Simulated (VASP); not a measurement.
# YAlCu (P-62m) in VASP: further runs

YAlCu is run at these levels: LDA; tasks: single point.

All numbers are computed with VASP 6.6.1; they aren't measurements. Logs are shortened: lines on timing, memory, paths and dates and some standing lists are left out, and cuts for length are marked.

### 1 The cell of the first run

The structure is hexagonal, space group P-62m (No. 189). Conventional cell: a = 7.142 Å, b = 7.142 Å, c = 4.074 Å, α = 90.00°, β = 90.00°, γ = 120.00°. Y (site symmetry m2m) has 5 Cu at 2.96 Å and 6 Al at 3.24 to 3.28 Å and 4 Y at 3.73 Å within 3.9 Å. Within 3.5 Å of Al (site symmetry m2m) lie 4 Cu at 2.63 to 2.81 Å and 2 Al at 2.88 Å and 6 Y at 3.24 to 3.28 Å. Within 3.7 Å of Cu (site symmetry -6) lie 3 Al at 2.81 Å and 6 Y at 2.96 Å. Cu (site symmetry -62m) has 6 Al at 2.63 Å and 3 Y at 2.96 Å within 3.5 Å.

### 2 Single point, LDA

INCAR

```
PREC     = Accurate       # precision mode
ENCUT    = 520            # plane-wave cutoff, eV
EDIFF    = 1E-7           # SCF threshold, eV
ISMEAR   = -1             # smearing method
SIGMA    = 0.05           # smearing width, eV
LREAL    = False          # projectors in reciprocal space
LASPH    = True           # aspherical terms in the spheres
NELM     = 100            # most SCF steps
ALGO     = Normal         # electronic algorithm
ISIF     = 2              # what is computed and relaxed
LWAVE    = False          # write WAVECAR
LCHARG   = False          # write CHGCAR
NBANDS   = 48             # bands
```

KPOINTS

```
regular mesh
0
Gamma
  5 5 7
```

POSCAR

```
YAlCu
1.0
    7.1423731573      0.0000000000      0.0000000000
   -3.5711870874      6.1854764899      0.0000000000
    0.0000000000      0.0000000000      4.0744423760
Y Al Cu
3 3 3
Direct
    0.0000000000      0.4141860000      0.5000000000
    0.5858140000      0.5858140000      0.5000000000
    0.4141860000      0.0000000000      0.5000000000
    0.0000000000      0.7673690000      0.0000000000
    0.2326310000      0.2326310000      0.0000000000
    0.7673690000      0.0000000000      0.0000000000
    0.3333333333      0.6666666667      0.0000000000
    0.6666666667      0.3333333333      0.0000000000
    0.0000000000      0.0000000000      0.5000000000
```

Potentials or basis: VASP PAW LDA potentials, release 64 (Y_sv, Al, Cu).

Command:

```sh
cat potpaw_LDA.64/Y_sv/POTCAR potpaw_LDA.64/Al/POTCAR potpaw_LDA.64/Cu/POTCAR > POTCAR
mpirun -np 1 vasp_std > vasp.out
```

OUTCAR:

```text
PREC = Accurate
   ENCUT = 520
   EDIFF = 1E-7
   ISMEAR = -1
   LREAL = False
   LASPH = True
   NELM = 100
   ISIF = 2

 ion  position               nearest neighbor table
   1  0.000  0.414  0.500-   9 2.96   7 2.96   7 2.96   8 2.96   8 2.96   4 3.24   4 3.24   6 3.28
                             6 3.28   5 3.28   5 3.28   3 3.73   3 3.73   2 3.73   2 3.73
   2  0.586  0.586  0.500-   9 2.96   7 2.96   7 2.96   8 2.96   8 2.96   5 3.24   5 3.24   4 3.28
                             4 3.28   6 3.28   6 3.28   1 3.73   3 3.73   1 3.73   3 3.73
   3  0.414  0.000  0.500-   9 2.96   8 2.96   8 2.96   7 2.96   7 2.96   6 3.24   6 3.24   4 3.28
                             4 3.28   5 3.28   5 3.28   1 3.73   1 3.73   2 3.73   2 3.73
   4  0.000  0.767  0.000-   9 2.63   9 2.63   8 2.81   7 2.81   5 2.88   6 2.88   1 3.24   1 3.24
                             3 3.28   3 3.28   2 3.28   2 3.28
   5  0.233  0.233  0.000-   9 2.63   9 2.63   8 2.81   7 2.81   6 2.88   4 2.88   2 3.24   2 3.24
                             1 3.28   1 3.28   3 3.28   3 3.28
   6  0.767  0.000  0.000-   9 2.63   9 2.63   7 2.81   8 2.81   5 2.88   4 2.88   3 3.24   3 3.24
                             1 3.28   1 3.28   2 3.28   2 3.28
   7  0.333  0.667  0.000-   6 2.81   5 2.81   4 2.81   1 2.96   1 2.96   3 2.96   3 2.96   2 2.96
                             2 2.96
   8  0.667  0.333  0.000-   4 2.81   5 2.81   6 2.81   3 2.96   3 2.96   1 2.96   1 2.96   2 2.96
                             2 2.96
   9  0.000  0.000  0.500-   5 2.63   5 2.63   6 2.63   6 2.63   4 2.63   4 2.63   2 2.96   3 2.96
                             1 2.96

  LATTYP: Found a hexagonal cell.
 ALAT       =     7.1423731573
 C/A-ratio  =     0.5704605859

  Lattice vectors:

 A1 = (   7.1423731573,   0.0000000000,   0.0000000000)
 A2 = (  -3.5711870874,   6.1854764899,   0.0000000000)
 A3 = (   0.0000000000,   0.0000000000,   4.0744423760)

Analysis of symmetry for initial positions (statically):
=====================================================================
 Subroutine PRICEL returns:
 Original cell was already a primitive cell.

 Routine SETGRP: Setting up the symmetry group for a
 hexagonal supercell.

 Subroutine GETGRP returns: Found 12 space group operations
 (whereof 12 operations were pure point group operations)
 out of a pool of 24 trial point group operations.

The static configuration has the point symmetry D_3h.

Analysis of symmetry for dynamics (positions and initial velocities):
=====================================================================
 Subroutine PRICEL returns:
 Original cell was already a primitive cell.

 Routine SETGRP: Setting up the symmetry group for a
 hexagonal supercell.

 Subroutine GETGRP returns: Found 12 space group operations
 (whereof 12 operations were pure point group operations)
 out of a pool of 24 trial point group operations.

The dynamic configuration has the point symmetry D_3h.

 Subroutine INISYM returns: Found 12 space group operations
 (whereof 12 operations are pure point group operations),
 and found     1 'primitive' translations

----------------------------------------------------------------------------------------

                                     Primitive cell

  volume of cell :     180.0047

  direct lattice vectors                    reciprocal lattice vectors
     7.142373157  0.000000000  0.000000000     0.140009487  0.080834528  0.000000000
    -3.571187087  6.185476490  0.000000000     0.000000000  0.161669033  0.000000000
     0.000000000  0.000000000  4.074442376     0.000000000  0.000000000  0.245432358

  length of vectors
     7.142373157  7.142373318  4.074442376     0.161669036  0.161669033  0.245432358

  position of ions in fractional coordinates (direct lattice)
     0.000000000  0.414186000  0.500000000
     0.585814000  0.585814000  0.500000000
     0.414186000  0.000000000  0.500000000
     0.000000000  0.767369000  0.000000000
     0.232631000  0.232631000  0.000000000
     0.767369000  0.000000000  0.000000000
     0.333333333  0.666666667  0.000000000
     0.666666667  0.333333333  0.000000000
     0.000000000  0.000000000  0.500000000

  ion indices of the primitive-cell ions
   primitive index   ion index
                 1           1
                 2           2
                 3           3
                 4           4
                 5           5
                 6           6
                 7           7
                 8           8
                 9           9

----------------------------------------------------------------------------------------

 KPOINTS: regular mesh

Automatic generation of k-mesh.
 Grid dimensions read from file:
 generate k-points for:    5    5    7

 Generating k-lattice:

  Cartesian coordinates                     Fractional coordinates (reciprocal lattice)
     0.028001897  0.016166906  0.000000000     0.200000000  0.000000000  0.000000000
     0.000000000  0.032333807  0.000000000     0.000000000  0.200000000  0.000000000
     0.000000000  0.000000000  0.035061765     0.000000000  0.000000000  0.142857143

  Length of vectors
     0.032333807  0.032333807  0.035061765

  Shift w.r.t. Gamma in fractional coordinates (k-lattice)
     0.000000000  0.000000000  0.000000000

 Subroutine IBZKPT returns following result:
 ===========================================

 Found     20 irreducible k-points:

 Following reciprocal coordinates:
            Coordinates               Weight
  0.000000  0.000000  0.000000      1.000000
  0.200000 -0.000000  0.000000      6.000000
  0.400000 -0.000000  0.000000      6.000000
  0.200000  0.200000  0.000000      6.000000
  0.400000  0.200000  0.000000      6.000000
  0.000000  0.000000  0.142857      2.000000
[... 12 lines left out ...]
  0.200000  0.200000  0.428571     12.000000
  0.400000  0.200000  0.428571     12.000000
   k-points           NKPTS =     20   k-points in BZ     NKDIM =     20   number of bands    NBANDS=     48
   number of dos      NEDOS =    301   number of ions     NIONS =      9
   total plane-waves  NPLWV =  87480
   dimension x,y,z NGX =    54 NGY =   54 NGZ =   30
   dimension x,y,z NGXF=   108 NGYF=  108 NGZF=   60
   ions per type =               3   3   3
   NGX,Y,Z   is equivalent  to a cutoff of  12.57, 12.57, 12.24 a.u.
   NGXF,Y,Z  is equivalent  to a cutoff of  25.14, 25.14, 24.48 a.u.
 SYSTEM =  unknown system
   PREC   = accura    normal or accurate (medium, high low for compatibility)
   ISTART =      0    job   : 0-new  1-cont  2-samecut
   ICHARG =      2    charge: 1-file 2-atom 10-const
   ISPIN  =      1    spin polarized calculation?
   LNONCOLLINEAR =      F non collinear calculations
   LSORBIT =      F    spin-orbit coupling
   LASPH  =      T    aspherical Exc in radial PAW
   ENCUT  =  520.0 eV  38.22 Ry    6.18 a.u.  13.28 13.28  7.58*2*pi/ulx,y,z
   NELM   =    100;   NELMIN=  2; NELMDL= -5     # of ELM steps
   EDIFF  = 0.1E-06   stopping-criterion for ELM
   LREAL  =      F    real-space projection
   EDIFFG = 0.1E-05   stopping-criterion for IOM
   NSW    =      0    number of steps for IOM
   IBRION =     -1    ionic relax: 0-MD 1-quasi-New 2-CG
   NFREE  =      0    steps in history (QN), initial steepest desc. (CG)
   ISIF   =      2    stress and relaxation
   ISYM   =      2    0-nonsym 1-usesym 2-fastsym
   POTIM  = 0.5000    time-step for ionic-motion
   TEBEG  =    0.0;   TEEND  =   0.0 temperature during run
   PSTRESS=    0.0 pullay stress
   NELECT =      75.0000    total number of electrons
   NUPDOWN=      -1.0000    fix difference up-down
   EMIN   =  10.00;   EMAX   =-10.00  energy-range for DOS
   EFERMI =   0.00;   METHOD = LEGACY
   ISMEAR =    -1;   SIGMA  =   0.05  broadening in eV -4-tet -1-fermi 0-gaus
   EFERMI_NEDOS =   21; number of points for ismear=-14 and -15
   IALGO  =     38    algorithm
   IMIX   =      4    mixing-type and parameters
     AMIX     =   0.40;   BMIX     =  1.00
     AMIX_MAG =   1.60;   BMIX_MAG =  1.00
  volume/ion in A,a.u.               =      20.00       134.97
  Fermi-wavevector in a.u.,A,eV,Ry     =   1.222740  2.310643 20.341962  1.495092
  Thomas-Fermi vector in A             =   2.357876
   LORBIT       =      0    0 simple, 1 ext, 2 COOP (PROOUT), +10 PAW based schemes
   GGA     = CA    functional components
   LHFCALC =     F    Hartree Fock is set to
   AEXX    =    0.0000 exact exchange contribution
   IVDW    =     0    specifies the selected vdW correction
   LEPSILON=     F    determine dielectric tensor
   LRPA    =     F    only Hartree local field effects (RPA)
 non-spin polarized calculation
  energy-cutoff  :      520.00
  volume of cell :      180.00
 maximum number of plane-waves:      4869
 NGX is ok and might be reduce to    54
   NGX = 27   NGY = 27   NGZ = 15

 number of electron      74.9999977 magnetization

 Free energy of the ion-electron system (eV)
  ---------------------------------------------------
  ext. energy  EPLUGINS =         0.00000000
  ---------------------------------------------------
  free energy    TOTEN  =       -51.33131116 eV

  energy without entropy =      -51.27731143  energy(sigma->0) =      -51.30431130

 E-fermi :   5.0149     XC(G=0): -10.6294

 val. band max:        5.0144351375   @ k =   0.2000   0.2000   0.2857
 cond. band min:       5.0153896689   @ k =   0.4000   0.2000   0.4286
 fundamental gap:      0.0009545314
 Fermi energy:         5.0149096919

 k-point     1 :       0.0000    0.0000    0.0000
  band No.  band energies     occupation
      1     -37.3010      2.00000
      2     -37.2795      2.00000
      3     -37.2795      2.00000
      4     -17.5734      2.00000
      5     -17.5046      2.00000
      6     -17.5046      2.00000
[... 40 lines left out ...]
     47       8.6558      0.00000
     48       8.7591      0.00000
[... 967 lines left out ...]
     47       7.8301      0.00000
     48       8.1279      0.00000

------------------------ aborting loop because EDIFF is reached ----------------------------------------

  FORCE on cell =-STRESS in cart. coord.  units (eV):
  Direction    XX          YY          ZZ          XY          YZ          ZX
  --------------------------------------------------------------------------------------
  -------------------------------------------------------------------------------------
  Total       -9.0599206     -9.0599203     -9.7805075      0.0000007      0.0000000      0.0000000
  in kB      -80.6401071    -80.6401043    -87.0538727      0.0000066      0.0000000      0.0000000
  external PRESSURE =     -82.7780280 kB  Pullay stress =       0.0000000 kB

 VOLUME and BASIS-vectors are now :
 -----------------------------------------------------------------------------
  energy-cutoff  :      520.00
  volume of cell :      180.00
      direct lattice vectors                 reciprocal lattice vectors
     7.142373157  0.000000000  0.000000000     0.140009487  0.080834528  0.000000000
    -3.571187087  6.185476490  0.000000000     0.000000000  0.161669033  0.000000000
     0.000000000  0.000000000  4.074442376     0.000000000  0.000000000  0.245432358

 POSITION                                       TOTAL-FORCE (eV/Angst)
 -----------------------------------------------------------------------------------
     -1.47914      2.56194      2.03722         0.016136     -0.027949     -0.000000
      2.09205      3.62354      2.03722         0.016136      0.027949      0.000000
      2.95827      0.00000      2.03722        -0.032273     -0.000000      0.000000
     -2.74042      4.74654      0.00000         0.027259     -0.047213     -0.000000
      0.83077      1.43893      0.00000         0.027259      0.047213      0.000000
      5.48084      0.00000      0.00000        -0.054517     -0.000000     -0.000000
     -0.00000      4.12365      0.00000        -0.000000     -0.000000     -0.000000
      3.57119      2.06183      0.00000        -0.000000     -0.000000     -0.000000
      0.00000      0.00000      2.03722        -0.000000     -0.000000     -0.000000
 -----------------------------------------------------------------------------------
    total drift:                                0.000002      0.000005     -0.000001

  FREE ENERGIE OF THE ION-ELECTRON SYSTEM (eV)
  ---------------------------------------------------
  free  energy   TOTEN  =       -51.3313111637 eV

  energy  without entropy=      -51.2773114273  energy(sigma->0) =      -51.30431130
```

Run time: 4.8 min. Hardware: 1 thread of AMD EPYC 7R43 (Zen 3), shared host; peak memory 0.28 GiB.

Results:

```yaml
Free_energy: -51.3313 eV
Pressure: -8.3 GPa
Largest_force: 0.055 eV/Å
Band_gap_on_the_k_mesh: zero (an odd number of electrons rules out a gap without spin polarisation)
```

Forces in eV/Å, atoms in the order of the input:
```
Y    0.016 -0.028  0.000
Y    0.016  0.028  0.000
Y   -0.032  0.000  0.000
Al   0.027 -0.047  0.000
Al   0.027  0.047  0.000
Al  -0.055  0.000  0.000
Cu   0.000  0.000  0.000
Cu   0.000  0.000  0.000
Cu   0.000  0.000  0.000
```

Stress tensor (GPa, compression positive):
```
-8.06  0.00  0.00
 0.00 -8.06  0.00
 0.00  0.00 -8.71
```

Caveat: the cell stands under tension.

### 3 Single point, LDA

This run uses another cell than the first one, of 20.51 Å³/atom.

INCAR

```
  PREC = Accurate
  ENCUT = 520
  EDIFF = 1E-7
  ISMEAR = -1
  SIGMA = 0.05
  LREAL = F
  LASPH = T
  NELM = 60
  ALGO = Normal
  ISIF = 2
  LWAVE = F
  LCHARG = F
  NBANDS = 48
```

KPOINTS

```
Automatic mesh
0
Gamma
  5 5 7
```

POSCAR, as its differences from that of step 2:

```diff
@@ -2,5 +2,5 @@
 1.0
-    7.1423731573      0.0000000000      0.0000000000
-   -3.5711870874      6.1854764899      0.0000000000
-    0.0000000000      0.0000000000      4.0744423760
+    7.2021447493      0.0000000000      0.0000000000
+   -3.6010728876      6.2372402061      0.0000000000
+    0.0000000000      0.0000000000      4.1085397134
 Y Al Cu
```

Potentials or basis: VASP PAW LDA potentials, release 64 (Y_sv, Al, Cu).

Command:

```sh
cat potpaw_LDA.64/Y_sv/POTCAR potpaw_LDA.64/Al/POTCAR potpaw_LDA.64/Cu/POTCAR > POTCAR
mpirun -np 1 vasp_std > vasp.out
```

Run time: 4.7 min. Hardware: 1 thread of AMD EPYC 7R43 (Zen 3), shared host; peak memory 0.3 GiB.

It converged, with:

* Free energy: -51.0762 eV
* Pressure: -9.7 GPa
* Largest force: 0.052 eV/Å
* Band gap on the k mesh: zero (an odd number of electrons rules out a gap without spin polarisation)

Forces in eV/Å, atoms in the order of the input:
```
Y    0.026 -0.045  0.000
Y    0.026  0.045  0.000
Y   -0.052  0.000  0.000
Al   0.011 -0.019  0.000
Al   0.011  0.019  0.000
Al  -0.022  0.000  0.000
Cu   0.000  0.000  0.000
Cu   0.000  0.000  0.000
Cu   0.000  0.000  0.000
```

Stress tensor (GPa, compression positive):
```
 -9.48   0.00   0.00
  0.00  -9.48   0.00
  0.00   0.00 -10.13
```

Levels at points of the mesh, in eV from the Fermi level:
```
           k point  band 34  band 35  band 36  band 37  band 38  band 39  band 40  band 41
(0.00, 0.00, 0.00)    -2.52     0.13     0.24     0.42     0.79     0.79     1.23     1.23
```

Caveat: the cell stands under tension.

### 4 Single point, LDA

This run uses another cell than the first one, of 17.47 Å³/atom.

INCAR

```
ALGO = Normal
EDIFF = 1E-6
ENCUT = 520
ISIF = 2
ISMEAR = -1
LASPH = T
LCHARG = F
LREAL = F
LWAVE = F
NBANDS = 48
NELM = 60
PREC = Accurate
SIGMA = 0.05
```

KPOINTS

```
k-points
0
Gamma
  5 5 7
```

POSCAR, as its differences from that of step 3:

```diff
@@ -2,5 +2,5 @@
 1.0
-    7.2021447493      0.0000000000      0.0000000000
-   -3.6010728876      6.2372402061      0.0000000000
-    0.0000000000      0.0000000000      4.1085397134
+    6.8273138788      0.0000000000      0.0000000000
+   -3.4136574257      5.9126271558      0.0000000000
+    0.0000000000      0.0000000000      3.8947134754
 Y Al Cu
```

Command:

```sh
cat potpaw_LDA.64/Y_sv/POTCAR potpaw_LDA.64/Al/POTCAR potpaw_LDA.64/Cu/POTCAR > POTCAR
mpirun -np 1 vasp_std > vasp.out
```

Run time: 3.2 min. Hardware: 1 thread of Intel Xeon Platinum 8488C (Sapphire Rapids), shared host; peak memory 0.32 GiB.

The run converged. Its results:

* Free energy: -51.7967 eV
* Pressure: 3.0 GPa
* Largest force: 0.291 eV/Å
* Band gap on the k mesh: zero (an odd number of electrons rules out a gap without spin polarisation)

Forces on the atoms (eV/Å):
```
Y   -0.058  0.100  0.000
Y   -0.058 -0.100  0.000
Y    0.116  0.000  0.000
Al   0.146 -0.252  0.000
Al   0.146  0.252  0.000
Al  -0.291  0.000  0.000
Cu   0.000  0.000  0.000
Cu   0.000  0.000  0.000
Cu   0.000  0.000  0.000
```

Stress tensor (GPa, compression positive):
```
3.15 0.00 0.00
0.00 3.15 0.00
0.00 0.00 2.69
```

Levels at points of the mesh, in eV from the Fermi level:
| k point | band 34 | band 35 | band 36 | band 37 | band 38 | band 39 | band 40 | band 41 |
| --- | --- | --- | --- | --- | --- | --- | --- | --- |
| (0.00, 0.00, 0.00) | -2.81 | 0.13 | 0.22 | 0.33 | 0.77 | 0.77 | 1.38 | 1.38 |

(Continued in part 2 of 2.)
